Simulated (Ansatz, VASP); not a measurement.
# Two plane-wave programs on Na2Sb3

```
Na Sb
1.0
     3.98845    2.30273    6.01677
    -3.98845    2.30273    6.01677
     0.00000   -4.60547    6.01677
Na Sb
4 6
Cartesian
  0.0000 0.0000 16.3513
  0.0000 0.0000 10.7241
  0.0000 0.0000 1.6990
  0.0000 0.0000 7.3262
  1.6788 0.0000 13.5377
  -0.8394 1.4539 13.5377
  -0.8394 -1.4539 13.5377
  -1.6788 0.0000 4.5126
  0.8394 -1.4539 4.5126
  0.8394 1.4539 4.5126
```

Alike in both runs: functional PBE; k mesh 6 × 6 × 6; occupations gaussian, width 0.1 eV; no spin polarisation.

Ansatz relaxed the structure, and its values are those at the end. VASP's run is a single point on that final structure, the one shown.

|  | VASP | Ansatz |
| --- | --- | --- |
| version | VASP 6.6.1 | Ansatz 0.2.0 |
| potentials or method | VASP PAW PBE potentials, release 64 (Na_pv, Sb), cutoff 520 eV | scalar-relativistic, plane waves, PAW |
| valence electrons in the cell | 58 | 126 |

VASP gave:

| Property | Result |
| --- | --- |
| gap on the k mesh at the Fermi level (eV) | none |
| pressure (GPa) | 0.1 |
| rms of the force components (eV/Å) | 0.013 |

Problem. Estimate Ansatz's values.

Solution. gap on the k mesh at the Fermi level (eV): none; pressure (GPa): 0.0; rms of the force components (eV/Å): 0.001.

A gap of «none» marks a metal or a gap that the smearing closes. The functional is the same, so the differences come from potentials, cutoffs and numerics. VASP's potentials hold 58 valence electrons a cell and Ansatz's 126, so a difference there can come from the potentials and not from the codes.

Spin-orbit coupling is off throughout.
